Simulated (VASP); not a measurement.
# SnO in VASP: further runs

SnO is run at these levels: PBE+D3(BJ); tasks: single point.

Program: VASP 6.6.1. These are calculated values, not measurements. Logs are shortened: lines on timing, memory, paths and dates and some standing lists are left out, and cuts for length are marked.

**1. The cell of the first run**

The cell holds a slab with vacuum, 4 atoms: a = 3.668 Å, b = 3.668 Å, c = 30.635 Å, α = 90.00°, β = 90.00°, γ = 90.00°.

**2. Single point, PBE+D3(BJ) (biaxial strain -0.040, then relaxed in part)**

INCAR

```
SYSTEM = SnO
PREC = Accurate
ENCUT = 520
EDIFF = 1E-6
ISMEAR = 0
SIGMA = 0.02
LREAL = .FALSE.
LASPH = .TRUE.
NELM = 80
ALGO = Normal
ISIF = 2
LWAVE = .FALSE.
LCHARG = .FALSE.
LDIPOL = .TRUE.
IDIPOL = 3
DIPOL = 0.5 0.5 0.500
GGA = PE
IVDW = 12
NBANDS = 28
```

KPOINTS

```
regular mesh
0
G
  6 6 1
  0 0 0
```

POSCAR

```
SnO
1.0
    3.6677367704     -0.0000138876      0.0000000000
    0.0000138876      3.6677367704      0.0000000000
    0.0000000000      0.0000000000     30.6349243850
Sn O
2 2
Direct
    0.7500000000      0.2500000000      0.4598739421
    0.2500000000      0.7500000000      0.5401260579
    0.2500000000      0.2500000000      0.5000000000
    0.7500000000      0.7500000000      0.5000000000
```

Potentials or basis: VASP PAW PBE potentials, release 64 (Sn_d, O).

Started as:

```
$ cat potpaw_PBE.64/Sn_d/POTCAR potpaw_PBE.64/O/POTCAR > POTCAR
$ mpirun -np 1 vasp_std > vasp.out
```

OUTCAR:

```text
SYSTEM = SnO
   PREC = Accurate
   ENCUT = 520
   EDIFF = 1E-6
   ISMEAR = 0
   LREAL = .FALSE.
   LASPH = .TRUE.
   NELM = 80
   ISIF = 2
   GGA = PE
   IVDW = 12
 IVDW          = 12

 ion  position               nearest neighbor table
   1  0.750  0.250  0.460-   3 2.21   4 2.21   4 2.21   3 2.21   2 3.57   2 3.57   2 3.57   2 3.57

   2  0.250  0.750  0.540-   3 2.21   4 2.21   3 2.21   4 2.21   1 3.57   1 3.57   1 3.57   1 3.57

   3  0.250  0.250  0.500-   1 2.21   2 2.21   2 2.21   1 2.21
   4  0.750  0.750  0.500-   1 2.21   2 2.21   1 2.21   2 2.21

  LATTYP: Found a simple tetragonal cell.
 ALAT       =     3.6677367704
 C/A-ratio  =     8.3525417178

  Lattice vectors:

 A1 = (   3.6677367704,  -0.0000138876,   0.0000000000)
 A2 = (   0.0000138876,   3.6677367704,   0.0000000000)
 A3 = (   0.0000000000,   0.0000000000,  30.6349243850)

Analysis of symmetry for initial positions (statically):
=====================================================================
 Subroutine PRICEL returns:
 Original cell was already a primitive cell.

 Routine SETGRP: Setting up the symmetry group for a
 simple tetragonal supercell.

 Subroutine GETGRP returns: Found 16 space group operations
 (whereof  4 operations were pure point group operations)
 out of a pool of 16 trial point group operations.

The static configuration has the point symmetry C_2h.
 The point group associated with its full space group is D_4h.

Analysis of symmetry for dynamics (positions and initial velocities):
=====================================================================
 Subroutine PRICEL returns:
 Original cell was already a primitive cell.

 Routine SETGRP: Setting up the symmetry group for a
 simple tetragonal supercell.

 Subroutine GETGRP returns: Found 16 space group operations
 (whereof  4 operations were pure point group operations)
 out of a pool of 16 trial point group operations.

The dynamic configuration has the point symmetry C_2h.
 The point group associated with its full space group is D_4h.

 Subroutine INISYM returns: Found 16 space group operations
 (whereof  4 operations are pure point group operations),
 and found     1 'primitive' translations

----------------------------------------------------------------------------------------

                                     Primitive cell

  volume of cell :     412.1100

  direct lattice vectors                    reciprocal lattice vectors
     3.667736770 -0.000013888  0.000000000     0.272647701 -0.000001032  0.000000000
     0.000013888  3.667736770  0.000000000     0.000001032  0.272647701  0.000000000
     0.000000000  0.000000000 30.634924385     0.000000000  0.000000000  0.032642483

  length of vectors
     3.667736770  3.667736770 30.634924385     0.272647701  0.272647701  0.032642483

  position of ions in fractional coordinates (direct lattice)
     0.750000000  0.250000000  0.459873942
     0.250000000  0.750000000  0.540126058
     0.250000000  0.250000000  0.500000000
     0.750000000  0.750000000  0.500000000

  ion indices of the primitive-cell ions
   primitive index   ion index
                 1           1
                 2           2
                 3           3
                 4           4

----------------------------------------------------------------------------------------

 KPOINTS: regular mesh

Automatic generation of k-mesh.
 Grid dimensions read from file:
 generate k-points for:    6    6    1

 Generating k-lattice:

  Cartesian coordinates                     Fractional coordinates (reciprocal lattice)
     0.045441284 -0.000000172  0.000000000     0.166666667  0.000000000  0.000000000
     0.000000172  0.045441284  0.000000000     0.000000000  0.166666667  0.000000000
     0.000000000  0.000000000  0.032642483     0.000000000  0.000000000  1.000000000

  Length of vectors
     0.045441284  0.045441284  0.032642483

  Shift w.r.t. Gamma in fractional coordinates (k-lattice)
     0.000000000  0.000000000  0.000000000

 Subroutine IBZKPT returns following result:
 ===========================================

 Found     10 irreducible k-points:

 Following reciprocal coordinates:
            Coordinates               Weight
  0.000000  0.000000  0.000000      1.000000
  0.166667 -0.000000  0.000000      4.000000
  0.333333  0.000000  0.000000      4.000000
  0.500000  0.000000  0.000000      2.000000
  0.166667  0.166667  0.000000      4.000000
  0.333333  0.166667  0.000000      8.000000
  0.500000  0.166667  0.000000      4.000000
  0.333333  0.333333  0.000000      4.000000
  0.500000  0.333333  0.000000      4.000000
  0.500000  0.500000  0.000000      1.000000
   k-points           NKPTS =     10   k-points in BZ     NKDIM =     10   number of bands    NBANDS=     28
   number of dos      NEDOS =    301   number of ions     NIONS =      4
   total plane-waves  NPLWV = 188160
   dimension x,y,z NGX =    28 NGY =   28 NGZ =  240
   dimension x,y,z NGXF=    56 NGYF=   56 NGZF=  480
   ions per type =               2   2
   NGX,Y,Z   is equivalent  to a cutoff of  12.69, 12.69, 13.02 a.u.
   NGXF,Y,Z  is equivalent  to a cutoff of  25.38, 25.38, 26.05 a.u.
 SYSTEM =  SnO
   PREC   = accura    normal or accurate (medium, high low for compatibility)
   ISTART =      0    job   : 0-new  1-cont  2-samecut
   ICHARG =      2    charge: 1-file 2-atom 10-const
   ISPIN  =      1    spin polarized calculation?
   LNONCOLLINEAR =      F non collinear calculations
   LSORBIT =      F    spin-orbit coupling
   LASPH  =      T    aspherical Exc in radial PAW
   ENCUT  =  520.0 eV  38.22 Ry    6.18 a.u.   6.82  6.82 56.96*2*pi/ulx,y,z
   NELM   =     80;   NELMIN=  2; NELMDL= -5     # of ELM steps
   EDIFF  = 0.1E-05   stopping-criterion for ELM
   LREAL  =      F    real-space projection
   EDIFFG = 0.1E-04   stopping-criterion for IOM
   NSW    =      0    number of steps for IOM
   IBRION =     -1    ionic relax: 0-MD 1-quasi-New 2-CG
   NFREE  =      0    steps in history (QN), initial steepest desc. (CG)
   ISIF   =      2    stress and relaxation
   ISYM   =      2    0-nonsym 1-usesym 2-fastsym
   POTIM  = 0.5000    time-step for ionic-motion
   TEBEG  =    0.0;   TEEND  =   0.0 temperature during run
   PSTRESS=    0.0 pullay stress
   NELECT =      40.0000    total number of electrons
   NUPDOWN=      -1.0000    fix difference up-down
   EMIN   =  10.00;   EMAX   =-10.00  energy-range for DOS
   EFERMI =   0.00;   METHOD = LEGACY
   ISMEAR =     0;   SIGMA  =   0.02  broadening in eV -4-tet -1-fermi 0-gaus
   EFERMI_NEDOS =   21; number of points for ismear=-14 and -15
   IALGO  =     38    algorithm
   IMIX   =      4    mixing-type and parameters
     AMIX     =   0.40;   BMIX     =  1.00
     AMIX_MAG =   1.60;   BMIX_MAG =  1.00
  volume/ion in A,a.u.               =     103.03       695.26
  Fermi-wavevector in a.u.,A,eV,Ry     =   0.752357  1.421748  7.701450  0.566041
  Thomas-Fermi vector in A             =   1.849549
   LORBIT       =      0    0 simple, 1 ext, 2 COOP (PROOUT), +10 PAW based schemes
   GGA     = PE    functional components
   LHFCALC =     F    Hartree Fock is set to
   AEXX    =    0.0000 exact exchange contribution
   IVDW    =    12    specifies the selected vdW correction
   LEPSILON=     F    determine dielectric tensor
   LRPA    =     F    only Hartree local field effects (RPA)
 non-spin polarized calculation
 Gauss-broadening in eV      SIGMA  =   0.02
  energy-cutoff  :      520.00
  volume of cell :      412.11
 maximum number of plane-waves:     11164
 NGX is ok and might be reduce to    28
   NGX = 13   NGY = 13   NGZ =113

 dipolmoment           0.000000      0.000000      0.000000 electrons x Angstroem

 number of electron      39.9999989 magnetization

 dipolmoment           0.000000      0.000000     -0.000000 electrons x Angstroem

 Free energy of the ion-electron system (eV)
  ---------------------------------------------------
  ext. energy  EPLUGINS =         0.00000000
  ---------------------------------------------------
  free energy    TOTEN  =       -22.40696223 eV

  energy without entropy =      -22.40696223  energy(sigma->0) =      -22.40696223

 E-fermi :  -3.5292     XC(G=0):  -2.1924

 val. band max:       -3.6783577565   @ k =   0.3333   0.1667   0.0000
 cond. band min:      -0.5348900296   @ k =   0.5000   0.0000   0.0000
 fundamental gap:      3.1434677268
 Fermi energy:        -3.5291622188

 k-point     1 :       0.0000    0.0000    0.0000
  band No.  band energies     occupation
      1     -24.1601      2.00000
      2     -23.7673      2.00000
      3     -23.6790      2.00000
      4     -23.6790      2.00000
      5     -23.6688      2.00000
      6     -23.6401      2.00000
[... 20 lines left out ...]
     27       2.3315      0.00000
     28       2.3774      0.00000

 k-point     2 :       0.1667   -0.0000    0.0000
  band No.  band energies     occupation
      1     -24.1499      2.00000
      2     -23.7721      2.00000
      3     -23.7086      2.00000
      4     -23.6842      2.00000
      5     -23.6836      2.00000
      6     -23.6759      2.00000
[... 20 lines left out ...]
     27       2.6129      0.00000
     28       2.6710      0.00000

 k-point     3 :       0.3333    0.0000    0.0000
  band No.  band energies     occupation
      1     -24.1237      2.00000
      2     -23.9440      2.00000
      3     -23.7039      2.00000
      4     -23.6932      2.00000
      5     -23.6897      2.00000
      6     -23.6892      2.00000
[... 20 lines left out ...]
     27       3.3734      0.00000
     28       3.5029      0.00000

 k-point     4 :       0.5000    0.0000    0.0000
  band No.  band energies     occupation
      1     -24.0673      2.00000
      2     -24.0673      2.00000
      3     -23.6973      2.00000
      4     -23.6973      2.00000
      5     -23.6908      2.00000
      6     -23.6908      2.00000
[... 20 lines left out ...]
     27       4.2558      0.00000
     28       4.2558      0.00000

 k-point     5 :       0.1667    0.1667    0.0000
  band No.  band energies     occupation
      1     -24.1425      2.00000
      2     -23.8242      2.00000
      3     -23.7387      2.00000
      4     -23.6887      2.00000
      5     -23.6855      2.00000
      6     -23.6754      2.00000
[... 20 lines left out ...]
     27       2.5347      0.00000
     28       2.8700      0.00000

 k-point     6 :       0.3333    0.1667    0.0000
  band No.  band energies     occupation
      1     -24.1250      2.00000
      2     -23.9786      2.00000
      3     -23.7059      2.00000
      4     -23.6945      2.00000
      5     -23.6881      2.00000
      6     -23.6871      2.00000
[... 20 lines left out ...]
     27       3.4737      0.00000
     28       3.6462      0.00000

 k-point     7 :       0.5000    0.1667    0.0000
  band No.  band energies     occupation
      1     -24.0814      2.00000
      2     -24.0814      2.00000
      3     -23.6987      2.00000
      4     -23.6987      2.00000
      5     -23.6862      2.00000
      6     -23.6862      2.00000
[... 20 lines left out ...]
     27       4.6038      0.00000
     28       4.6038      0.00000

 k-point     8 :       0.3333    0.3333    0.0000
  band No.  band energies     occupation
      1     -24.1303      2.00000
      2     -24.0591      2.00000
      3     -23.7001      2.00000
      4     -23.6968      2.00000
      5     -23.6797      2.00000
      6     -23.6756      2.00000
[... 20 lines left out ...]
     27       4.3903      0.00000
     28       4.4665      0.00000

 k-point     9 :       0.5000    0.3333    0.0000
  band No.  band energies     occupation
      1     -24.1174      2.00000
      2     -24.1174      2.00000
      3     -23.7037      2.00000
      4     -23.7037      2.00000
      5     -23.6648      2.00000
      6     -23.6648      2.00000
[... 20 lines left out ...]
     27       4.4019      0.00000
     28       4.4019      0.00000

 k-point    10 :       0.5000    0.5000    0.0000
  band No.  band energies     occupation
      1     -24.1377      2.00000
      2     -24.1377      2.00000
      3     -23.7086      2.00000
      4     -23.7086      2.00000
      5     -23.6493      2.00000
      6     -23.6493      2.00000
[... 20 lines left out ...]
     27       4.5332      0.00000
     28       4.5332      0.00000

------------------------ aborting loop because EDIFF is reached ----------------------------------------

 vacuum level on the upper side and lower side of the slab       (xc-potential included)        -0.006        -0.006

 Edisp (eV)   -0.59334

 E8    (eV) :    -0.2681

  FORCE on cell =-STRESS in cart. coord.  units (eV):
  Direction    XX          YY          ZZ          XY          YZ          ZX
  --------------------------------------------------------------------------------------
  -------------------------------------------------------------------------------------
  Total       3.19412     3.19412     0.16609     0.00000    -0.00000     0.00000
  in kB      12.41791    12.41791     0.64570     0.00000    -0.00000     0.00000
  external pressure =        8.49 kB  Pullay stress =        0.00 kB

 VOLUME and BASIS-vectors are now :
 -----------------------------------------------------------------------------
  energy-cutoff  :      520.00
  volume of cell :      412.11
      direct lattice vectors                 reciprocal lattice vectors
     3.667736770 -0.000013888  0.000000000     0.272647701 -0.000001032  0.000000000
     0.000013888  3.667736770  0.000000000     0.000001032  0.272647701  0.000000000
     0.000000000  0.000000000 30.634924385     0.000000000  0.000000000  0.032642483

 POSITION                                       TOTAL-FORCE (eV/Angst)
 -----------------------------------------------------------------------------------
      2.75081      0.91692     14.08820         0.000000     -0.000000     -0.095174
      0.91694      2.75080     16.54672         0.000000     -0.000000      0.095174
      0.91694      0.91693     15.31746        -0.000000      0.000000      0.000000
      2.75081      2.75079     15.31746        -0.000000      0.000000      0.000000
 -----------------------------------------------------------------------------------
    total drift:                                0.000000      0.000000     -0.000000

  FREE ENERGIE OF THE ION-ELECTRON SYSTEM (eV)
  ---------------------------------------------------
  free  energy   TOTEN  =       -23.0003010958 eV

  energy  without entropy=      -23.0003010958  energy(sigma->0) =      -23.00030110

 vacuum level on the upper side and lower side of the slab         1.943         1.943
```

Wall time 5.9 min (1 thread of Intel Xeon 8259CL, shared host); peak memory 0.46 GiB.

What came out:

| Property | Result |
| --- | --- |
| Free energy | -23.0003 eV |
| Largest force | 0.095 eV/Å |
| Band gap on the k mesh | 3.14 eV (least direct gap 3.25 eV) |
| Dispersion energy per atom | -0.148 eV |

Forces on the atoms (eV/Å):
```
Sn   0.000  0.000 -0.095
Sn   0.000  0.000  0.095
O    0.000  0.000  0.000
O    0.000  0.000  0.000
```

Levels at points of the mesh, in eV from the valence-band top:
```
           k point  band 16  band 17  band 18  band 19  band 20  band 21  band 22  band 23  band 24  band 25
(0.00, 0.00, 0.00)    -3.70    -2.05    -1.29    -1.29    -0.16     3.65     3.95     5.46     5.56     5.85
(0.50, 0.00, 0.00)    -3.77    -3.13    -3.13    -0.48    -0.48     3.14     3.14     6.47     6.47     7.92
(0.50, 0.50, 0.00)    -4.06    -0.63    -0.63    -0.45    -0.45     3.20     3.20     5.34     5.34     6.60
```

Caveat: the cell differs from its parent crystal (biaxial strain -0.040, then relaxed in part); spin-orbit coupling is left out, which moves the levels of the heavy elements.

(Part 1 of 2 ends here.)
